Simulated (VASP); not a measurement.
Input of a VASP 6.6.1 run:

File INCAR:

```
SYSTEM = Al
ALGO = Normal ; EDIFF = 1E-6
ENCUT = 500 ; GGA = PE
GGA_COMPAT = .False. ; ISIF = 2
ISMEAR = -1 ; LASPH = .True.
LCHARG = .False. ; LREAL = .False.
LWAVE = .False. ; NBANDS = 8
NELM = 120 ; PREC = Accurate
SIGMA = 0.1
```

File KPOINTS:

```
k-points
0
Gamma
  7 7 7
  0 0 0
```

File POSCAR:

```
Al
1.0
    0.0000000000      2.0174200000      2.0174200000
    2.0174200000      0.0000000000      2.0174200000
    2.0174200000      2.0174200000      0.0000000000
Al
1
Direct
    0.0000000000      0.0000000000      0.0000000000
```

Potentials or basis: VASP PAW PBE potentials, release 64 (Al).

Run with:

```sh
$ cat potpaw_PBE.64/Al/POTCAR > POTCAR
$ mpirun -np 1 vasp_std > vasp.out
```

Question: What does it give for the pressure?

Answer: 0.0 GPa.

Caveat: the k points lie up to 0.39 Å⁻¹ apart.
